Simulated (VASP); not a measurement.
In, 2 atoms in the cell. Symmetry: R-3m, No. 166, trigonal system. Conventional cell: a = 4.599 Å, b = 4.599 Å, c = 11.265 Å, α = 90.00°, β = 90.00°, γ = 120.00°. Within 2.2 Å of In (site symmetry 3m) lie 1 In at 1.63 Å.  This cell differs from its parent crystal: shortest bond scaled by 0.58.

```yaml
Program: VASP 6.6.1
Task: single point
Functional: PBE
Potentials_or_basis: VASP PAW PBE potentials, release 64 (In_d)
Cutoff: 520 eV
k_mesh: 8 × 8 × 8
Occupations: fermi-dirac, width 0.05 eV
Spin: no spin polarisation
Dipole_correction: no
Further_INCAR_settings: ALGO = Normal; EDIFF = 1e-06; NBANDS = 20
```

Potentials or basis: VASP PAW PBE potentials, release 64 (In_d).

Launch:

```sh
$ cat potpaw_PBE.64/In_d/POTCAR > POTCAR
$ mpirun -np 1 vasp_std > vasp.out
```

Hardware: 1 thread of Intel(R) Xeon(R) Platinum 8488C (Sapphire Rapids) (shared host).

**Question.** How long does it take, and how much memory?

**Answer.** Wall time 95 s on 1 thread of Intel(R) Xeon(R) Platinum 8488C (Sapphire Rapids), on a shared host, peak memory 0.23 GiB. Counts: scf iterations 14, k points 65.
